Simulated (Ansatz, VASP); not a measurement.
**One calculation of MgI2, two programs**

```xyz
3
Lattice="4.0409 0.0000 0.0000 -2.0205 3.4995 0.0000 0.0000 0.0000 6.6286" Properties=species:S:1:pos:R:3 pbc="T T T"
Mg    0.0000    0.0000    0.0000
I     0.0000    2.3330    4.9374
I     2.0205    1.1665    1.6911
```

Alike in both runs: task single point; functional LDA; k mesh 6 × 6 × 4; occupations gaussian, width 0.05 eV; no spin polarisation.

```csv
,VASP,Ansatz
version,VASP 6.6.1,Ansatz 0.2.0
potentials or method,"VASP PAW LDA potentials, release 64 (Mg, I), cutoff 520 eV","scalar-relativistic, plane waves, PAW"
valence electrons in the cell,16,44
```

|  | VASP | Ansatz | Ansatz less VASP |
| --- | --- | --- | --- |
| gap on the k mesh at the Fermi level (eV) | 3.30 | 3.33 | +0.020 |
| least direct gap on the mesh (eV) | 3.62 | 3.61 | -0.009 |
| pressure (GPa) | 0.1 | 0.2 | +0.12 |
| traceless stress, the component that is largest in VASP (GPa) | -0.43 | -0.45 | -0.018 |
| rms of the force components (eV/Å) | 0.082 | 0.077 | -0.0047 |

LDA's correlation is that of Perdew and Zunger in VASP and of Perdew and Wang (1992) in Ansatz. Atom by atom the forces differ by 0.005 eV/Å (rms over components). VASP's potentials hold 16 valence electrons a cell and Ansatz's 44, so a difference there can come from the potentials and not from the codes.

Spin-orbit coupling is off throughout.
